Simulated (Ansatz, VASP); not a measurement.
One calculation of Zn2H3, two programs

File INCAR:

```
SYSTEM = Zn2H3
ALGO = Normal ; EDIFF = 1E-6
EDIFFG = -0.01 ; ENCUT = 600
GGA = PE ; IBRION = 2
ISIF = 3 ; ISMEAR = 0
LASPH = .TRUE. ; LCHARG = .FALSE.
LREAL = .FALSE. ; LWAVE = .FALSE.
NELM = 100 ; NSW = 100
PREC = Accurate ; SIGMA = 0.1
```

KPOINTS

```
k-points
0
G
  12 12 12
  0 0 0
```

The input POSCAR:

```
Zn2H3
1.0
    1.5023803884      0.8673997217      6.6078114775
   -1.5023803884      0.8673997217      6.6078114775
    0.0000000000     -1.7347994434      6.6078114775
Zn H
2 3
Direct
    0.4013288979      0.4013288979      0.4013288979
    0.5986711021      0.5986711021      0.5986711021
    0.0000000000      0.0000000000      0.0000000000
    0.2318966533      0.2318966533      0.2318966533
    0.7681033467      0.7681033467      0.7681033467
```

Input for Ansatz:

```yaml
crystal:
  lattice:
    - [1.5023803884, 0.8673997217, 6.6078114775]
    - [-1.5023803884, 0.8673997217, 6.6078114775]
    - [0.0, -1.7347994434, 6.6078114775]
  atoms:
    - { symbol: Zn, position: [0.4013288979, 0.4013288979, 0.4013288979] }
    - { symbol: Zn, position: [0.5986711021, 0.5986711021, 0.5986711021] }
    - { symbol: H, position: [0.0, 0.0, 0.0] }
    - { symbol: H, position: [0.2318966533, 0.2318966533, 0.2318966533] }
    - { symbol: H, position: [0.7681033467, 0.7681033467, 0.7681033467] }
basis:
  ecutwfc: 420
kpoints:
  mp_grid: { grid: [12, 12, 12] }
hamiltonian:
  xc: pbe
scf:
  occupations: { method: gaussian, width: 0.1 }
output:
  forces: true
  stress: true
  eigenvalues: true
relax:
  adjacent_minimum: "off"
  f_tol: 0.01
  max_steps: 80
  cell: { stress_tol: 0.05 }
```

Alike in both runs: task relaxation of cell and atoms; functional PBE; k mesh 12 × 12 × 12; occupations gaussian, width 0.1 eV; no spin polarisation.

|  | VASP | Ansatz |
| --- | --- | --- |
| version | VASP 6.6.1 | Ansatz 0.2.0 |
| potentials or method | VASP PAW PBE potentials, release 64 (Zn, H), cutoff 600 eV | scalar-relativistic, plane waves, PAW |
| valence electrons in the cell | 27 | 27 |

|  | VASP | Ansatz | Ansatz less VASP |
| --- | --- | --- | --- |
| gap on the k mesh at the Fermi level, each at its own relaxed structure (eV) | none | none | - |
| relaxed volume (Å³/atom) | 10.33 | 10.27 | -0.059 |
| relaxed cell length with the largest relative difference (Å) | 6.832 | 6.798 | -0.0340 |

A gap of «none» marks a metal or a gap that the smearing closes.

Noted on VASP's run: the relaxation stopped at its first step, so nothing moved.
